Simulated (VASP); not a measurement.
Here is a VASP 6.6.1 calculation.

File INCAR:

```
SYSTEM = LiNbO3
PREC = Accurate
ENCUT = 520
EDIFF = 1E-7
ISMEAR = 0
SIGMA = 0.01
LREAL = .FALSE.
LASPH = .TRUE.
NELM = 60
ALGO = Normal
ISIF = 2
LWAVE = .FALSE.
LCHARG = .FALSE.
GGA = PE
NBANDS = 25
```

Contents of KPOINTS:

```
regular mesh
0
G
  6 6 6
  0 0 0
```

The input POSCAR:

```
LiNbO3
1.0
    3.9331683500      0.0000000000      0.0000000000
    0.0000000000      3.9331683500      0.0000000000
    0.0000000000      0.0000000000      3.9331683500
Li Nb O
1 1 3
Direct
    0.0000000000      0.0000000000      0.0000000000
    0.5000000000      0.5000000000      0.5000000000
    0.5000000000      0.5000000000      0.0000000000
    0.5000000000      0.0000000000      0.5000000000
    0.0000000000      0.5000000000      0.5000000000
```

Potentials or basis: VASP PAW PBE potentials, release 64 (Li_sv, Nb_sv, O).

Run with:

```bash
$ cat potpaw_PBE.64/Li_sv/POTCAR potpaw_PBE.64/Nb_sv/POTCAR potpaw_PBE.64/O/POTCAR > POTCAR
$ mpirun -np 1 vasp_std > vasp.out
```

Problem. What does it give for the band gap on the k mesh?

Solution. 1.72 eV, indirect (least direct gap 2.51 eV).

 A k mesh can miss the band edges.
